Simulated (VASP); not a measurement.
# CsPbBr3 (Pm-3m) in VASP: a series of runs

The runs below take CsPbBr3 through single point, with PBEsol, r2SCAN.

All numbers are computed with VASP 6.6.1; they aren't measurements. Logs are shortened: lines on timing, memory, paths and dates and some standing lists are left out, and cuts for length are marked.

## (1) The cell of the first run

Symmetry: Pm-3m, No. 221, cubic system. Conventional cell: a = 5.882 Å, b = 5.882 Å, c = 5.882 Å, α = 90.00°, β = 90.00°, γ = 90.00°. Cs (site symmetry m-3m) has 12 Br at 4.16 Å and 8 Pb at 5.09 Å within 5.5 Å. Within 3.9 Å of Pb (site symmetry m-3m) lie 6 Br at 2.94 Å. Br (site symmetry 4/mmm) has 2 Pb at 2.94 Å within 3.9 Å.

## (2) Single point, PBEsol

Input file INCAR:

```
SYSTEM = CsPbBr3
ALGO = Normal ; EDIFF = 1E-6
ENCUT = 520 ; GGA = PS
ISIF = 2 ; ISMEAR = -1
LASPH = .True. ; LCHARG = .False.
LREAL = .False. ; LWAVE = .False.
NBANDS = 30 ; NELM = 80
PREC = Accurate ; SIGMA = 0.05
```

Input file KPOINTS:

```
k-points
0
Gamma
  4 4 4
  0 0 0
```

Input file POSCAR:

```
CsPbBr3
1.0
    5.8816650000      0.0000000000      0.0000000000
    0.0000000000      5.8816650000      0.0000000000
    0.0000000000      0.0000000000      5.8816650000
Cs Pb Br
1 1 3
Direct
    0.0000000000      0.0000000000      0.0000000000
    0.5000000000      0.5000000000      0.5000000000
    0.5000000000      0.5000000000      0.0000000000
    0.0000000000      0.5000000000      0.5000000000
    0.5000000000      0.0000000000      0.5000000000
```

Potentials or basis: VASP PAW PBE potentials, release 64 (Cs_sv, Pb_d, Br).

Run with:

```console
> cat potpaw_PBE.64/Cs_sv/POTCAR potpaw_PBE.64/Pb_d/POTCAR potpaw_PBE.64/Br/POTCAR > POTCAR
> mpirun -np 1 vasp_std > vasp.out
```

OUTCAR:

```text
SYSTEM = CsPbBr3
   EDIFF = 1E-6
   ENCUT = 520
   GGA = PS
   ISIF = 2
   ISMEAR = -1
   LASPH = .True.
   LREAL = .False.
   NELM = 80
   PREC = Accurate

 ion  position               nearest neighbor table
   1  0.000  0.000  0.000-
   2  0.500  0.500  0.500-   3 2.94   4 2.94   5 2.94   3 2.94   5 2.94   4 2.94
   3  0.500  0.500  0.000-   2 2.94   2 2.94
   4  0.000  0.500  0.500-   2 2.94   2 2.94
   5  0.500  0.000  0.500-   2 2.94   2 2.94

  LATTYP: Found a simple cubic cell.
 ALAT       =     5.8816650000

  Lattice vectors:

 A1 = (   5.8816650000,   0.0000000000,   0.0000000000)
 A2 = (   0.0000000000,   5.8816650000,   0.0000000000)
 A3 = (   0.0000000000,   0.0000000000,   5.8816650000)

Analysis of symmetry for initial positions (statically):
=====================================================================
 Subroutine PRICEL returns:
 Original cell was already a primitive cell.

 Routine SETGRP: Setting up the symmetry group for a
 simple cubic supercell.

 Subroutine GETGRP returns: Found 48 space group operations
 (whereof 48 operations were pure point group operations)
 out of a pool of 48 trial point group operations.

The static configuration has the point symmetry O_h .

Analysis of symmetry for dynamics (positions and initial velocities):
=====================================================================
 Subroutine PRICEL returns:
 Original cell was already a primitive cell.

 Routine SETGRP: Setting up the symmetry group for a
 simple cubic supercell.

 Subroutine GETGRP returns: Found 48 space group operations
 (whereof 48 operations were pure point group operations)
 out of a pool of 48 trial point group operations.

The dynamic configuration has the point symmetry O_h .

 Subroutine INISYM returns: Found 48 space group operations
 (whereof 48 operations are pure point group operations),
 and found     1 'primitive' translations

----------------------------------------------------------------------------------------

                                     Primitive cell

  volume of cell :     203.4702

  direct lattice vectors                    reciprocal lattice vectors
     5.881665000  0.000000000  0.000000000     0.170019884  0.000000000  0.000000000
     0.000000000  5.881665000  0.000000000     0.000000000  0.170019884  0.000000000
     0.000000000  0.000000000  5.881665000     0.000000000  0.000000000  0.170019884

  length of vectors
     5.881665000  5.881665000  5.881665000     0.170019884  0.170019884  0.170019884

  position of ions in fractional coordinates (direct lattice)
     0.000000000  0.000000000  0.000000000
     0.500000000  0.500000000  0.500000000
     0.500000000  0.500000000  0.000000000
     0.000000000  0.500000000  0.500000000
     0.500000000  0.000000000  0.500000000

  ion indices of the primitive-cell ions
   primitive index   ion index
                 1           1
                 2           2
                 3           3
                 4           4
                 5           5

----------------------------------------------------------------------------------------

 KPOINTS: k-points

Automatic generation of k-mesh.
 Grid dimensions read from file:
 generate k-points for:    4    4    4

 Generating k-lattice:

  Cartesian coordinates                     Fractional coordinates (reciprocal lattice)
     0.042504971  0.000000000  0.000000000     0.250000000  0.000000000  0.000000000
     0.000000000  0.042504971  0.000000000     0.000000000  0.250000000  0.000000000
     0.000000000  0.000000000  0.042504971     0.000000000  0.000000000  0.250000000

  Length of vectors
     0.042504971  0.042504971  0.042504971

  Shift w.r.t. Gamma in fractional coordinates (k-lattice)
     0.000000000  0.000000000  0.000000000

 Subroutine IBZKPT returns following result:
 ===========================================

 Found     10 irreducible k-points:

 Following reciprocal coordinates:
            Coordinates               Weight
  0.000000  0.000000  0.000000      1.000000
  0.250000  0.000000  0.000000      6.000000
  0.500000  0.000000  0.000000      3.000000
  0.250000  0.250000  0.000000     12.000000
  0.500000  0.250000  0.000000     12.000000
  0.500000  0.500000  0.000000      3.000000
  0.250000  0.250000  0.250000      8.000000
  0.500000  0.250000  0.250000     12.000000
  0.500000  0.500000  0.250000      6.000000
  0.500000  0.500000  0.500000      1.000000
   k-points           NKPTS =     10   k-points in BZ     NKDIM =     10   number of bands    NBANDS=     30
   number of dos      NEDOS =    301   number of ions     NIONS =      5
   total plane-waves  NPLWV = 110592
   dimension x,y,z NGX =    48 NGY =   48 NGZ =   48
   dimension x,y,z NGXF=    96 NGYF=   96 NGZF=   96
   ions per type =               1   1   3
   NGX,Y,Z   is equivalent  to a cutoff of  13.57, 13.57, 13.57 a.u.
   NGXF,Y,Z  is equivalent  to a cutoff of  27.13, 27.13, 27.13 a.u.
 SYSTEM =  CsPbBr3
   PREC   = accura    normal or accurate (medium, high low for compatibility)
   ISTART =      0    job   : 0-new  1-cont  2-samecut
   ICHARG =      2    charge: 1-file 2-atom 10-const
   ISPIN  =      1    spin polarized calculation?
   LNONCOLLINEAR =      F non collinear calculations
   LSORBIT =      F    spin-orbit coupling
   LASPH  =      T    aspherical Exc in radial PAW
   ENCUT  =  520.0 eV  38.22 Ry    6.18 a.u.  10.94 10.94 10.94*2*pi/ulx,y,z
   NELM   =     80;   NELMIN=  2; NELMDL= -5     # of ELM steps
   EDIFF  = 0.1E-05   stopping-criterion for ELM
   LREAL  =      F    real-space projection
   EDIFFG = 0.1E-04   stopping-criterion for IOM
   NSW    =      0    number of steps for IOM
   IBRION =     -1    ionic relax: 0-MD 1-quasi-New 2-CG
   NFREE  =      0    steps in history (QN), initial steepest desc. (CG)
   ISIF   =      2    stress and relaxation
   ISYM   =      2    0-nonsym 1-usesym 2-fastsym
   POTIM  = 0.5000    time-step for ionic-motion
   TEBEG  =    0.0;   TEEND  =   0.0 temperature during run
   PSTRESS=    0.0 pullay stress
   NELECT =      44.0000    total number of electrons
   NUPDOWN=      -1.0000    fix difference up-down
   EMIN   =  10.00;   EMAX   =-10.00  energy-range for DOS
   EFERMI =   0.00;   METHOD = LEGACY
   ISMEAR =    -1;   SIGMA  =   0.05  broadening in eV -4-tet -1-fermi 0-gaus
   EFERMI_NEDOS =   21; number of points for ismear=-14 and -15
   IALGO  =     38    algorithm
   IMIX   =      4    mixing-type and parameters
     AMIX     =   0.40;   BMIX     =  1.00
     AMIX_MAG =   1.60;   BMIX_MAG =  1.00
  volume/ion in A,a.u.               =      40.69       274.62
  Fermi-wavevector in a.u.,A,eV,Ry     =   0.982635  1.856910 13.137391  0.965571
  Thomas-Fermi vector in A             =   2.113732
   LORBIT       =      0    0 simple, 1 ext, 2 COOP (PROOUT), +10 PAW based schemes
   GGA     = PS    functional components
   LHFCALC =     F    Hartree Fock is set to
   AEXX    =    0.0000 exact exchange contribution
   IVDW    =     0    specifies the selected vdW correction
   LEPSILON=     F    determine dielectric tensor
   LRPA    =     F    only Hartree local field effects (RPA)
 non-spin polarized calculation
  energy-cutoff  :      520.00
  volume of cell :      203.47
 maximum number of plane-waves:      5520
 NGX is ok and might be reduce to    48
   NGX = 21   NGY = 21   NGZ = 21

 number of electron      43.9999998 magnetization

 Free energy of the ion-electron system (eV)
  ---------------------------------------------------
  ext. energy  EPLUGINS =         0.00000000
  ---------------------------------------------------
  free energy    TOTEN  =       -16.77453553 eV

  energy without entropy =      -16.77453549  energy(sigma->0) =      -16.77453551

 E-fermi :   1.8318     XC(G=0):  -7.7914

 val. band max:        1.1368859468   @ k =   0.5000   0.5000   0.5000
 cond. band min:       2.5822248879   @ k =   0.5000   0.5000   0.5000
 fundamental gap:      1.4453389411
 Fermi energy:         1.8317768315

 k-point     1 :       0.0000    0.0000    0.0000
  band No.  band energies     occupation
      1     -20.2868      2.00000
      2     -15.6749      2.00000
      3     -15.6749      2.00000
      4     -15.5104      2.00000
      5     -15.5104      2.00000
      6     -15.5104      2.00000
[... 22 lines left out ...]
     29       7.0698      0.00000
     30       7.0698      0.00000

 k-point     2 :       0.2500    0.0000    0.0000
  band No.  band energies     occupation
      1     -20.2863      2.00000
      2     -15.6749      2.00000
      3     -15.6432      2.00000
      4     -15.5110      2.00000
      5     -15.5110      2.00000
      6     -15.5105      2.00000
[... 22 lines left out ...]
     29       6.2304      0.00000
     30       7.0507      0.00000

 k-point     3 :       0.5000    0.0000    0.0000
  band No.  band energies     occupation
      1     -20.2858      2.00000
      2     -15.6748      2.00000
      3     -15.6106      2.00000
      4     -15.5115      2.00000
      5     -15.5115      2.00000
      6     -15.5105      2.00000
[... 22 lines left out ...]
     29       6.5119      0.00000
     30       7.3249      0.00000

 k-point     4 :       0.2500    0.2500    0.0000
  band No.  band energies     occupation
      1     -20.2858      2.00000
      2     -15.6594      2.00000
      3     -15.6257      2.00000
      4     -15.5115      2.00000
      5     -15.5109      2.00000
      6     -15.5109      2.00000
[... 154 lines left out ...]
     29       6.8633      0.00000
     30       6.8873      0.00000

 k-point     9 :       0.5000    0.5000    0.2500
  band No.  band energies     occupation
      1     -20.2845      2.00000
      2     -15.6088      2.00000
      3     -15.5715      2.00000
      4     -15.5125      2.00000
      5     -15.5120      2.00000
      6     -15.5120      2.00000
[... 22 lines left out ...]
     29       6.5489      0.00000
     30       7.0987      0.00000

 k-point    10 :       0.5000    0.5000    0.5000
  band No.  band energies     occupation
      1     -20.2841      2.00000
      2     -15.5715      2.00000
      3     -15.5715      2.00000
      4     -15.5125      2.00000
      5     -15.5125      2.00000
      6     -15.5125      2.00000
[... 22 lines left out ...]
     29       6.2895      0.00000
     30       7.5430      0.00000

------------------------ aborting loop because EDIFF is reached ----------------------------------------

  FORCE on cell =-STRESS in cart. coord.  units (eV):
  Direction    XX          YY          ZZ          XY          YZ          ZX
  --------------------------------------------------------------------------------------
  -------------------------------------------------------------------------------------
  Total       -0.0032602     -0.0032602     -0.0032602     -0.0000000     -0.0000000     -0.0000000
  in kB       -0.0256713     -0.0256713     -0.0256713     -0.0000000     -0.0000000     -0.0000000
  external PRESSURE =      -0.0256713 kB  Pullay stress =       0.0000000 kB

 VOLUME and BASIS-vectors are now :
 -----------------------------------------------------------------------------
  energy-cutoff  :      520.00
  volume of cell :      203.47
      direct lattice vectors                 reciprocal lattice vectors
     5.881665000  0.000000000  0.000000000     0.170019884  0.000000000  0.000000000
     0.000000000  5.881665000  0.000000000     0.000000000  0.170019884  0.000000000
     0.000000000  0.000000000  5.881665000     0.000000000  0.000000000  0.170019884

 POSITION                                       TOTAL-FORCE (eV/Angst)
 -----------------------------------------------------------------------------------
      0.00000      0.00000      0.00000         0.000000      0.000000      0.000000
      2.94083      2.94083      2.94083         0.000000      0.000000      0.000000
      2.94083      2.94083      0.00000         0.000000      0.000000      0.000000
      0.00000      2.94083      2.94083         0.000000      0.000000      0.000000
      2.94083      0.00000      2.94083         0.000000      0.000000      0.000000
 -----------------------------------------------------------------------------------
    total drift:                                0.000000     -0.000000     -0.000000

  FREE ENERGIE OF THE ION-ELECTRON SYSTEM (eV)
  ---------------------------------------------------
  free  energy   TOTEN  =       -16.7745355343 eV

  energy  without entropy=      -16.7745354897  energy(sigma->0) =      -16.77453551
```

It took 2 min on 1 thread of Intel Xeon 8259CL, shared host; peak memory 0.35 GiB.

What came out:

```
Free energy            : -16.7745 eV
Pressure               : 0.0 GPa
Band gap on the k mesh : 1.45 eV
```

Caveat: the PAW data sets were made with another functional, which shifts forces and pressure a little; spin-orbit coupling is left out, which moves the levels of the heavy elements. A k mesh can miss the band edges.

## (3) Single point, r2SCAN

POSCAR is that of step 2.

Input file INCAR.step1:

```
SYSTEM = CsPbBr3
ALGO = Normal ; EDIFF = 1E-4
ENCUT = 520 ; GGA = PE
ISMEAR = -1 ; LASPH = .TRUE.
LCHARG = .FALSE. ; LREAL = .FALSE.
LWAVE = .TRUE. ; NBANDS = 30
NELM = 80 ; PREC = Accurate
SIGMA = 0.05
```

Input file INCAR.step2:

```
SYSTEM = CsPbBr3
ALGO = Normal ; EDIFF = 1E-7
ENCUT = 520 ; ISIF = 2
ISMEAR = -1 ; ISTART = 1
LASPH = .TRUE. ; LCHARG = .FALSE.
LMIXTAU = .TRUE. ; LREAL = .FALSE.
LWAVE = .FALSE. ; METAGGA = R2SCAN
NBANDS = 30 ; NELM = 80
PREC = Accurate ; SIGMA = 0.05
```

Input file KPOINTS:

```
k-points
0
G
  4 4 4
  0 0 0
```

Potentials or basis: VASP PAW PBE potentials, release 64 (Cs_sv, Pb_d, Br).

Run with:

```console
> cat potpaw_PBE.64/Cs_sv/POTCAR potpaw_PBE.64/Pb_d/POTCAR potpaw_PBE.64/Br/POTCAR > POTCAR
> cp INCAR.step1 INCAR
> mpirun -np 1 vasp_std > vasp.out
> cp INCAR.step2 INCAR
> mpirun -np 1 vasp_std > vasp.out
```

Wall time 7.4 min (1 thread of Intel Xeon 8259CL, shared host); peak memory 0.4 GiB.

It converged, with:

- Free energy: -128.4426 eV
- Pressure: 0.7 GPa
- Band gap on the k mesh: 1.93 eV

Levels at points of the mesh, in eV from the valence-band top:
```
           k point  band 20  band 21  band 22  band 23  band 24  band 25
(0.00, 0.00, 0.00)    -2.18    -2.18    -2.18     3.51     4.49     4.49
(0.50, 0.00, 0.00)    -2.29    -2.29    -1.51     2.96     4.94     5.51
(0.50, 0.50, 0.00)    -2.42    -1.82    -0.74     2.47     2.47     5.28
(0.50, 0.50, 0.50)    -1.81    -1.81     0.00     1.93     1.93     1.93
```

Caveat: the PAW data sets were made with another functional, which shifts forces and pressure a little; spin-orbit coupling is left out, which moves the levels of the heavy elements. A k mesh can miss the band edges.
